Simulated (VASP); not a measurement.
Here is a VASP 6.6.1 calculation.

INCAR

```
  PREC = Accurate
  ENCUT = 520
  EDIFF = 1E-6
  ISMEAR = -1
  SIGMA = 0.03
  LREAL = False
  LASPH = True
  NELM = 80
  ALGO = Normal
  ISIF = 2
  LWAVE = False
  LCHARG = True
  GGA = PS
  LELF = True
  LVHAR = True
  NBANDS = 22
```

File KPOINTS:

```
Automatic mesh
0
Gamma
  6 6 4
```

POSCAR

```
NaCl
1.0
    4.7221206917      0.0000000000      0.0000000000
   -2.3610603458      4.0894764787      0.0000000000
    0.0000000000      0.0000000000      5.5637783509
Na Cl
2 2
Direct
    0.3333333333      0.6666666667      0.2500000000
    0.6666666667      0.3333333333      0.7500000000
    0.6666666667      0.3333333333      0.2500000000
    0.3333333333      0.6666666667      0.7500000000
```

Potentials or basis: VASP PAW PBE potentials, release 64 (Na_pv, Cl).

Run with:

```bash
$ cat potpaw_PBE.64/Na_pv/POTCAR potpaw_PBE.64/Cl/POTCAR > POTCAR
$ mpirun -np 1 vasp_std > vasp.out
```

(1) Estimate the pressure.

(2) Predict the band gap on the k mesh.

Answers

(1) 0.0 GPa.

(2) 4.73 eV, direct.

Caveat: the PAW data sets were made with another functional, which shifts forces and pressure a little.
